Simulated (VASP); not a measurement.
Input of a VASP 6.6.1 run:

The input INCAR:

```
SYSTEM = TiAl
PREC = Accurate ; ENCUT = 520
EDIFF = 1E-6 ; ISMEAR = -1
SIGMA = 0.05 ; LREAL = .False.
LASPH = .True. ; NELM = 80
ALGO = Fast ; ISIF = 2
LWAVE = .False. ; LCHARG = .False.
GGA = PS ; NBANDS = 14
```

KPOINTS

```
Automatic mesh
0
Gamma
  8 8 8
  0 0 0
```

File POSCAR:

```
TiAl
1.0
    3.0223741589      0.0000000000      0.0000000000
    0.0000000000      3.0223741589      0.0000000000
    0.0000000000      0.0000000000      3.0223741589
Ti Al
1 1
Direct
    0.0000000000      0.0000000000      0.0000000000
    0.5000000000      0.5000000000      0.5000000000
```

Potentials or basis: VASP PAW PBE potentials, release 64 (Ti_sv, Al).

Launch:

```console
$ cat potpaw_PBE.64/Ti_sv/POTCAR potpaw_PBE.64/Al/POTCAR > POTCAR
$ mpirun -np 1 vasp_std > vasp.out
```

(1) Estimate the pressure.

Results:

(1) 20.0 GPa.

Caveat: the PAW data sets were made with another functional, which shifts forces and pressure a little.
